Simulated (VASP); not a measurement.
# TaN: single point with PBEsol

TaN:

```
Ta N
1.0
     3.00327    0.00000    0.00000
    -1.50164    2.60091    0.00000
     0.00000    0.00000    2.72126
Ta N
1 1
Direct
  0.33333 0.66667 0.50000
  0.00000 0.00000 0.00000
```

This cell differs from its parent crystal: volume 10.628 Å^3 an atom, c/a of the conventional cell 0.9061.

```
Program                : VASP 6.6.1
Task                   : single point
Functional             : PBEsol
Potentials or basis    : VASP PAW PBE potentials, release 64 (Ta_pv, N)
Cutoff                 : 520 eV
k mesh                 : 21 × 21 × 18
Occupations            : gaussian, width 0.15 eV
Spin                   : no spin polarisation
Dipole correction      : no
Further INCAR settings : ALGO = Normal; EDIFF = 1e-06; NBANDS = 15
```

```yaml
Pressure: 4.7 GPa
Band_gap_on_the_k_mesh: zero (band 8 reaches 8.66 eV, above the bottom of band 9 at 8.21 eV)
```

Stress tensor (GPa, compression positive):
```
-13.60   0.00   0.00
  0.00 -13.60   0.00
  0.00   0.00  41.38
```

Levels at points of the mesh, in eV from the Fermi level:
| k point | band 4 | band 5 | band 6 | band 7 | band 8 | band 9 | band 10 | band 11 | band 12 | band 13 |
| --- | --- | --- | --- | --- | --- | --- | --- | --- | --- | --- |
| (0.00, 0.00, 0.00) | -17.93 | -5.25 | -5.25 | -4.23 | -2.38 | 1.72 | 4.09 | 4.09 | 4.30 | 4.30 |
| (0.00, 0.00, 0.50) | -14.90 | -9.42 | -4.43 | -4.43 | -0.03 | -0.03 | 2.75 | 2.75 | 3.50 | 7.97 |

Wall time 50 s on 1 thread of Intel(R) Xeon(R) Platinum 8488C (Sapphire Rapids), with other jobs on the host, peak memory 0.26 GiB.

Caveat: the PAW data sets were made with another functional, which shifts forces and pressure a little; spin-orbit coupling is left out, which moves the levels of the heavy elements.
